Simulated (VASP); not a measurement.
Sn, 2 atoms in the cell. It takes space group I4_1/amd (No. 141, tetragonal). Conventional cell: a = 5.299 Å, b = 5.299 Å, c = 4.871 Å, α = 90.00°, β = 90.00°, γ = 90.00°. Within 3.8 Å of Sn (site symmetry -4m2) lie 4 Sn at 2.92 Å.  This cell differs from its parent crystal: ratio of the length along z to the lengths across it x 0.65, volume and fractional coordinates fixed.

* Program: VASP 6.6.1
* Task: single point
* Functional: r2SCAN
* Potentials or basis: VASP PAW PBE potentials, release 64 (Sn_d)
* Cutoff: 520 eV
* k mesh: 10 × 10 × 10
* Occupations: gaussian, width 0.15 eV
* Spin: no spin polarisation
* Dipole correction: no
* Further INCAR settings: ALGO = Normal; EDIFF = 1e-06; NBANDS = 21

Potentials or basis: VASP PAW PBE potentials, release 64 (Sn_d).

Run with:

```sh
$ cat potpaw_PBE.64/Sn_d/POTCAR > POTCAR
$ cp INCAR.step1 INCAR
$ mpirun -np 1 vasp_std > vasp.out
$ cp INCAR.step2 INCAR
$ mpirun -np 1 vasp_std > vasp.out
```

Hardware: 1 thread of Intel Xeon 8259CL, with other jobs on the host.

Q: How long does it take, and how much memory?

A: Run time: 8.3 min on 1 thread of Intel Xeon 8259CL, with other jobs on the host, peak memory 0.31 GiB. Counts: k points 102.
